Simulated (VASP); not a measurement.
W2Cl3:

```
W Cl
1.0
     5.00226    0.00000    0.00000
    -2.50113    4.33208    0.00000
     0.00000    0.00000    5.45252
W Cl
2 3
Direct
  0.00000 0.00000 0.75555
  0.00000 0.00000 0.24445
  0.50000 0.00000 0.50000
  0.00000 0.50000 0.50000
  0.50000 0.50000 0.50000
```

The cell was built from a structure type or drawn by symmetry, and may not be a known phase.

* Program: VASP 6.6.1
* Task: relaxation of cell and atoms
* Functional: PBE
* Potentials or basis: VASP PAW PBE potentials, release 64 (W_sv, Cl)
* Cutoff: 600 eV
* k mesh: 4 × 4 × 3
* Occupations: gaussian, width 0.2 eV
* Spin: no spin polarisation

At the start: pressure 2.9 GPa; volume 23.63 Å³/atom.

**Question.** Where does the relaxation end?

**Answer.** Over 8 steps the energy falls by 657.6 meV/atom and the volume is 26.41 Å³/atom (+11.8 %); space group P6/mmm (No. 191, to 0.1 Å) before and after.

Step by step:
| step | energy change (eV) | largest force (eV/Å) | pressure (GPa) | volume (Å³) |
| --- | --- | --- | --- | --- |
| 1 | 0.0000 | 1.8109 | 2.92 | 118.16 |
| 2 | -2.9135 | 2.6020 | 8.05 | 122.31 |
| 3 | -3.1591 | 0.1398 | 4.29 | 122.08 |
| 4 | -3.1589 | 0.0606 | 4.57 | 122.11 |
| 5 | -3.2511 | 0.9508 | -1.86 | 134.85 |
| 6 | -3.2731 | 0.6432 | -0.12 | 130.71 |
| 7 | -3.2693 | 0.8185 | 0.50 | 133.50 |
| 8 | -3.2879 | 0.0366 | 0.10 | 132.06 |

Final structure:
```xyz
5
Lattice="5.6538 0.0000 0.0000 -2.8269 4.8964 0.0000 0.0000 0.0000 4.7705" Properties=species:S:1:pos:R:3 pbc="T T T"
W     2.8269    4.8964    3.6812
W     0.0000    0.0000    1.0893
Cl    2.8269    0.0000    2.3853
Cl   -1.4135    2.4482    2.3853
Cl    1.4135    2.4482    2.3853
```

Caveat: the k points lie up to 0.44 Å⁻¹ apart in the final cell, too coarse for converged energies and pressures of a metal; an odd number of electrons without spin polarisation forces a metal; a magnetic or distorted state may lie lower; the relaxation stopped at a loose force limit of 0.08 eV/Å, so its end isn't a converged minimum.
